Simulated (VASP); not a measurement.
# MoS2 (P-3m1) in VASP: further runs, part 2 of 2

VASP 6.6.1. Earlier steps stand in the parts before.

## 4. Single point, PBE+D3(BJ)

This run uses another cell than the first one, of 20.41 Å³/atom.

INCAR reads:

```
  PREC = Accurate
  ENCUT = 520
  EDIFF = 1E-7
  ISMEAR = 0
  SIGMA = 0.05
  LREAL = False
  LASPH = True
  NELM = 60
  ALGO = Normal
  ISIF = 2
  LWAVE = False
  LCHARG = False
  GGA = PE
  IVDW = 12
  NBANDS = 35
```

KPOINTS reads:

```
Automatic mesh
0
Gamma
  12 12 4
```

POSCAR reads:

```
MoS2
1.0
    3.2753000000      0.0000000000      0.0000000000
   -1.6376500000      2.8364930050      0.0000000000
    0.0000000000      0.0000000000     13.1844000000
Mo S
2 4
Direct
    0.6666666667      0.3333333333      0.2501439769
    0.3333333333      0.6666666667      0.7498560231
    0.3333333333      0.6666666667      0.3795985159
    0.6666666667      0.3333333333      0.8793132861
    0.3333333333      0.6666666667      0.1206867139
    0.6666666667      0.3333333333      0.6204014841
```

On the command line:

```sh
cat potpaw_PBE.64/Mo_sv/POTCAR potpaw_PBE.64/S/POTCAR > POTCAR
mpirun -np 1 vasp_std > vasp.out
```

Run time: 97 s. Hardware: 1 thread of Intel Xeon 6975P-C (Granite Rapids), shared host; peak memory 0.37 GiB.

It converged, with:

- Free energy: -44.8281 eV
- Pressure: -18.1 GPa
- Largest force: 2.531 eV/Å
- Band gap on the k mesh: 1.01 eV (least direct gap 1.53 eV)
- Dispersion energy per atom: -0.370 eV

Forces in eV/Å, atoms in the order of the input:
```
Mo   0.000  0.000 -0.001
Mo   0.000  0.000  0.001
S    0.000  0.000 -2.531
S    0.000  0.000 -2.530
S    0.000  0.000  2.530
S    0.000  0.000  2.531
```

Stress tensor (GPa, compression positive):
```
-15.04   0.00   0.00
  0.00 -15.04   0.00
  0.00   0.00 -24.36
```

Levels at points of the mesh, in eV from the valence-band top:
```
           k point  band 22  band 23  band 24  band 25  band 26  band 27  band 28  band 29  band 30  band 31
(0.00, 0.00, 0.00)    -1.21    -1.21    -1.06    -0.76     0.00     2.13     2.13     2.20     2.20     2.24
(0.50, 0.00, 0.00)    -2.08    -1.02    -0.85    -0.83    -0.77     1.81     1.84     2.06     2.28     2.74
(0.00, 0.00, 0.50)    -1.23    -1.23    -1.23    -0.20    -0.19     2.16     2.16     2.16     2.16     2.24
(0.50, 0.00, 0.50)    -2.19    -0.93    -0.93    -0.79    -0.79     1.82     1.82     2.17     2.18     3.07
```

Caveat: the stress differs along the axes, from -24 to -15 GPa; forces of over 1 eV/Å act on the atoms, so gaps and moduli don't describe the material at rest. A k mesh can miss the band edges.

## 5. Single point, PBE+D3(BJ)

This run uses another cell than the first one, of 20.47 Å³/atom.

INCAR reads:

```
PREC = Accurate
ENCUT = 520
EDIFF = 1E-7
ISMEAR = 0
SIGMA = 0.05
LREAL = False
LASPH = True
NELM = 100
ALGO = Normal
ISIF = 2
LWAVE = False
LCHARG = True
GGA = PE
IVDW = 12
LELF = True
LVHAR = True
NBANDS = 35
```

KPOINTS is that of step 4.

POSCAR, as its differences from that of step 4:

```diff
@@ -2,5 +2,5 @@
 1.0
-    3.2753000000      0.0000000000      0.0000000000
-   -1.6376500000      2.8364930050      0.0000000000
-    0.0000000000      0.0000000000     13.1844000000
+    3.3068000000      0.0000000000      0.0000000000
+   -1.6534000000      2.8637728052      0.0000000000
+    0.0000000000      0.0000000000     12.9667000000
 Mo S
```

Potentials or basis: VASP PAW PBE potentials, release 64 (Mo_sv, S).

On the command line:

```sh
cat potpaw_PBE.64/Mo_sv/POTCAR potpaw_PBE.64/S/POTCAR > POTCAR
mpirun -np 1 vasp_std > vasp.out
```

OUTCAR:

```text
PREC = Accurate
   ENCUT = 520
   EDIFF = 1E-7
   ISMEAR = 0
   LREAL = False
   LASPH = True
   NELM = 100
   ISIF = 2
   GGA = PE
   IVDW = 12
 IVDW          = 12

 ion  position               nearest neighbor table
   1  0.667  0.333  0.250-   3 2.54   3 2.54   3 2.54   5 2.54   5 2.54   5 2.54
   2  0.333  0.667  0.750-   6 2.54   6 2.54   6 2.54   4 2.54   4 2.54   4 2.54
   3  0.333  0.667  0.380-   1 2.54   1 2.54   1 2.54
   4  0.667  0.333  0.879-   2 2.54   2 2.54   2 2.54
   5  0.333  0.667  0.121-   1 2.54   1 2.54   1 2.54
[... 1125 lines left out ...]
  -------------------------------------------------------------------------------------
  Total     -12.51980   -12.51980   -16.69087    -0.00000     0.00000     0.00000
  in kB    -163.35485  -163.35485  -217.77776    -0.00000     0.00000     0.00000
  external pressure =     -181.50 kB  Pullay stress =        0.00 kB

 VOLUME and BASIS-vectors are now :
 -----------------------------------------------------------------------------
  energy-cutoff  :      520.00
  volume of cell :      122.79
      direct lattice vectors                 reciprocal lattice vectors
     3.306800000  0.000000000  0.000000000     0.302407161  0.174594856  0.000000000
    -1.653400000  2.863772805  0.000000000     0.000000000  0.349189712  0.000000000
     0.000000000  0.000000000 12.966700000     0.000000000  0.000000000  0.077120624

 POSITION                                       TOTAL-FORCE (eV/Angst)
 -----------------------------------------------------------------------------------
      1.65340      0.95459      3.24354        -0.000000      0.000000     -0.000666
     -0.00000      1.90918      9.72316        -0.000000     -0.000000      0.000666
     -0.00000      1.90918      4.92214         0.000000      0.000000     -2.307356
      1.65340      0.95459     11.40179         0.000000     -0.000000     -2.306639
     -0.00000      1.90918      1.56491         0.000000      0.000000      2.306639
      1.65340      0.95459      8.04456        -0.000000      0.000000      2.307356
 -----------------------------------------------------------------------------------
    total drift:                                0.000000     -0.000000      0.000000

  FREE ENERGIE OF THE ION-ELECTRON SYSTEM (eV)
  ---------------------------------------------------
  free  energy   TOTEN  =       -44.8923193265 eV

  energy  without entropy=      -44.8923193265  energy(sigma->0) =      -44.89231933
```

OSZICAR:

```text
N       E                     dE             d eps       ncg     rms          rms(c)
DAV:   1     0.421876062797E+03    0.42188E+03   -0.28810E+04  5366   0.138E+03
DAV:   2    -0.230182259464E+02   -0.44489E+03   -0.43007E+03  5885   0.350E+02
DAV:   3    -0.459247157524E+02   -0.22906E+02   -0.22346E+02  5888   0.712E+01
DAV:   4    -0.464267433607E+02   -0.50203E+00   -0.50013E+00  5801   0.107E+01
DAV:   5    -0.464367788285E+02   -0.10035E-01   -0.10033E-01  5712   0.154E+00    0.242E+01
DAV:   6    -0.446207519035E+02    0.18160E+01   -0.18337E+01  5198   0.261E+01    0.132E+01
DAV:   7    -0.431108936121E+02    0.15099E+01   -0.10705E+01  5217   0.186E+01    0.632E+00
DAV:   8    -0.426881016677E+02    0.42279E+00   -0.11261E+00  5334   0.641E+00    0.272E+00
DAV:   9    -0.426967966413E+02   -0.86950E-02   -0.16199E-01  5436   0.203E+00    0.126E+00
DAV:  10    -0.426819205985E+02    0.14876E-01   -0.50917E-02  5218   0.152E+00    0.503E-01
DAV:  11    -0.426818023641E+02    0.11823E-03   -0.36618E-03  5206   0.326E-01    0.274E-01
DAV:  12    -0.426815086714E+02    0.29369E-03   -0.70753E-04  5320   0.156E-01    0.106E-01
DAV:  13    -0.426815188066E+02   -0.10135E-04   -0.14838E-04  5647   0.634E-02    0.204E-02
DAV:  14    -0.426815238750E+02   -0.50684E-05   -0.78145E-06  5463   0.147E-02    0.126E-02
DAV:  15    -0.426815241792E+02   -0.30421E-06   -0.13292E-06  4990   0.619E-03    0.641E-03
DAV:  16    -0.426815241907E+02   -0.11540E-07   -0.51741E-07  4909   0.342E-03
   1 F= -.44892319E+02 E0= -.44892319E+02  d E =-.563984E-23
```

stdout:

```text
POSCAR found type information on POSCAR MoS
 POSCAR found :  2 types and       6 ions
 scaLAPACK will be used
 LDA part: xc-table for (Slater+PW92), standard interpolation
 POSCAR, INCAR and KPOINTS ok, starting setup
 FFT: planning ... GRIDC
 FFT: planning ... GRID_SOFT
 FFT: planning ... GRID
 WAVECAR not read
 entering main loop
```

It took 2.6 min on 1 thread of Intel Xeon 6975P-C (Granite Rapids), shared host; peak memory 0.41 GiB.

What came out:

* Free energy: -44.8923 eV
* Pressure: -18.1 GPa
* Largest force: 2.307 eV/Å
* Band gap on the k mesh: 0.95 eV (least direct gap 1.43 eV)
* Dispersion energy per atom: -0.368 eV

Forces in eV/Å, atoms in the order of the input:
```
Mo   0.000  0.000 -0.001
Mo   0.000  0.000  0.001
S    0.000  0.000 -2.307
S    0.000  0.000 -2.307
S    0.000  0.000  2.307
S    0.000  0.000  2.307
```

Caveat: the stress differs along the axes, from -22 to -16 GPa; forces of over 1 eV/Å act on the atoms, so gaps and moduli don't describe the material at rest. A k mesh can miss the band edges.

## 6. Single point, PBE+D3(BJ)

This run uses another cell than the first one, of 14.81 Å³/atom.

INCAR reads:

```
ALGO = Normal
EDIFF = 1E-7
ENCUT = 520
GGA = PE
ISIF = 2
ISMEAR = 0
IVDW = 12
LASPH = True
LCHARG = False
LREAL = False
LWAVE = False
NBANDS = 35
NELM = 100
PREC = Accurate
SIGMA = 0.05
```

KPOINTS reads:

```
k-points
0
Gamma
  12 12 4
```

POSCAR, as its differences from that of step 5:

```diff
@@ -2,5 +2,5 @@
 1.0
-    3.3068000000      0.0000000000      0.0000000000
-   -1.6534000000      2.8637728052      0.0000000000
-    0.0000000000      0.0000000000     12.9667000000
+    3.0234000000      0.0000000000      0.0000000000
+   -1.5117000000      2.6183412058      0.0000000000
+    0.0000000000      0.0000000000     11.2249000000
 Mo S
```

Potentials or basis: VASP PAW PBE potentials, release 64 (Mo_sv, S).

On the command line:

```sh
cat potpaw_PBE.64/Mo_sv/POTCAR potpaw_PBE.64/S/POTCAR > POTCAR
mpirun -np 1 vasp_std > vasp.out
```

OUTCAR:

```text
EDIFF = 1E-7
   ENCUT = 520
   GGA = PE
   ISIF = 2
   ISMEAR = 0
   IVDW = 12
   LASPH = True
   LREAL = False
   NELM = 100
   PREC = Accurate
 IVDW          = 12

 ion  position               nearest neighbor table
   1  0.667  0.333  0.250-   3 2.27   3 2.27   3 2.27   5 2.27   5 2.27   5 2.27
   2  0.333  0.667  0.750-   6 2.27   6 2.27   6 2.27   4 2.27   4 2.27   4 2.27
   3  0.333  0.667  0.380-   1 2.27   1 2.27   1 2.27
   4  0.667  0.333  0.879-   2 2.27   2 2.27   2 2.27
   5  0.333  0.667  0.121-   1 2.27   1 2.27   1 2.27
[... 1125 lines left out ...]
  -------------------------------------------------------------------------------------
  Total      16.99083    16.99083    23.38599     0.00000     0.00000     0.00000
  in kB     306.35214   306.35214   421.65966     0.00000     0.00000     0.00000
  external pressure =      344.79 kB  Pullay stress =        0.00 kB

 VOLUME and BASIS-vectors are now :
 -----------------------------------------------------------------------------
  energy-cutoff  :      520.00
  volume of cell :       88.86
      direct lattice vectors                 reciprocal lattice vectors
     3.023400000  0.000000000  0.000000000     0.330753456  0.190960597  0.000000000
    -1.511700000  2.618341206  0.000000000     0.000000000  0.381921194  0.000000000
     0.000000000  0.000000000 11.224900000     0.000000000  0.000000000  0.089087653

 POSITION                                       TOTAL-FORCE (eV/Angst)
 -----------------------------------------------------------------------------------
      1.51170      0.87278      2.80784         0.000000      0.000000     -0.002519
     -0.00000      1.74556      8.41706        -0.000000     -0.000000      0.002519
     -0.00000      1.74556      4.26096         0.000000     -0.000000      3.577550
      1.51170      0.87278      9.87020        -0.000000      0.000000      3.583909
     -0.00000      1.74556      1.35470        -0.000000     -0.000000     -3.583909
      1.51170      0.87278      6.96394        -0.000000      0.000000     -3.577550
 -----------------------------------------------------------------------------------
    total drift:                               -0.000000      0.000000      0.000000

  FREE ENERGIE OF THE ION-ELECTRON SYSTEM (eV)
  ---------------------------------------------------
  free  energy   TOTEN  =       -44.6928732729 eV

  energy  without entropy=      -44.6928732729  energy(sigma->0) =      -44.69287327
```

stdout:

```text
POSCAR found type information on POSCAR MoS
 POSCAR found :  2 types and       6 ions
 scaLAPACK will be used
 LDA part: xc-table for (Slater+PW92), standard interpolation
 POSCAR, INCAR and KPOINTS ok, starting setup
 FFT: planning ... GRIDC
 FFT: planning ... GRID_SOFT
 FFT: planning ... GRID
 WAVECAR not read
 entering main loop
```

Wall time 4.4 min (1 thread of Intel Xeon Platinum 8259CL at 2.50GHz (Skylake/Cascade Lake), shared host); peak memory 0.32 GiB.

Results:

```yaml
Free_energy: -44.6929 eV
Pressure: 34.5 GPa
Largest_force: 3.584 eV/Å
Band_gap_on_the_k_mesh: 0.42 eV (least direct gap 1.85 eV)
Dispersion_energy_per_atom: -0.514 eV
```

Forces on the atoms (eV/Å):
```
Mo   0.000  0.000 -0.003
Mo   0.000  0.000  0.003
S    0.000  0.000  3.578
S    0.000  0.000  3.584
S    0.000  0.000 -3.584
S    0.000  0.000 -3.578
```

Stress tensor (GPa, compression positive):
```
30.64  0.00  0.00
 0.00 30.64  0.00
 0.00  0.00 42.17
```

Caveat: the stress differs along the axes, from 31 to 42 GPa; forces of over 1 eV/Å act on the atoms, so gaps and moduli don't describe the material at rest. A k mesh can miss the band edges.

## 7. Overview

```tsv
cell	gap on the mesh (eV)	pressure (GPa)	largest force (eV/Å)
a = 3.244, b = 3.244, c = 12.096 Å, angles 90.0, 90.0, 120.0°, 6 atoms	0.71	-7.9	0.55
a = 3.307, b = 3.307, c = 12.749 Å, angles 90.0, 90.0, 120.0°, 6 atoms	0.90	-16.8	1.98
a = 3.275, b = 3.275, c = 13.184 Å, angles 90.0, 90.0, 120.0°, 6 atoms	1.01	-18.1	2.53
a = 3.307, b = 3.307, c = 12.967 Å, angles 90.0, 90.0, 120.0°, 6 atoms	0.95	-18.1	2.31
a = 3.023, b = 3.023, c = 11.225 Å, angles 90.0, 90.0, 120.0°, 6 atoms	0.42	34.5	3.58
```

Alike in all rows: task single point; level PBE+D3(BJ); potentials or basis VASP PAW PBE potentials, release 64 (Mo_sv, S); no spin polarisation; k mesh 12 × 12 × 4; cutoff (eV) 520; smearing gaussian 0.05 eV.

Caveats: forces of over 1 eV/Å act on the atoms, so gaps and moduli don't describe the material at rest (at least some runs); the cell stands under tension (at least some runs); the stress differs along the axes, from -24 to -15 GPa (at least some runs); the stress differs along the axes, from -22 to -16 GPa (at least some runs); the stress differs along the axes, from 31 to 42 GPa (at least some runs).

Total energies depend on the potentials used, so only differences within one code and one set of settings carry meaning.
